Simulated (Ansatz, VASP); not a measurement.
## One calculation of ZnS, two programs

```xyz
2
Lattice="0.0000 2.7045 2.7045 2.7045 0.0000 2.7045 2.7045 2.7045 0.0000" Properties=species:S:1:pos:R:3 pbc="T T T"
Zn    0.0000    0.0000    0.0000
S     1.3522    1.3522    1.3522
```

Alike in both runs: task single point; functional LDA; k mesh 10 × 10 × 10; occupations gaussian, width 0.03 eV; no spin polarisation.

```csv
,VASP,Ansatz
version,VASP 6.6.1,Ansatz 0.2.0
potentials or method,"VASP PAW LDA potentials, release 64 (Zn, S)","scalar-relativistic, plane waves, PAW"
plane-wave cutoff (eV),520,420
valence electrons in the cell,18,18
```

|  | VASP | Ansatz | Ansatz less VASP |
| --- | --- | --- | --- |
| gap on the k mesh at the Fermi level (eV) | 1.88 | 1.85 | -0.031 |
| least direct gap on the mesh (eV) | 1.88 | 1.85 | -0.031 |

LDA's correlation is that of Perdew and Zunger in VASP and of Perdew and Wang (1992) in Ansatz.
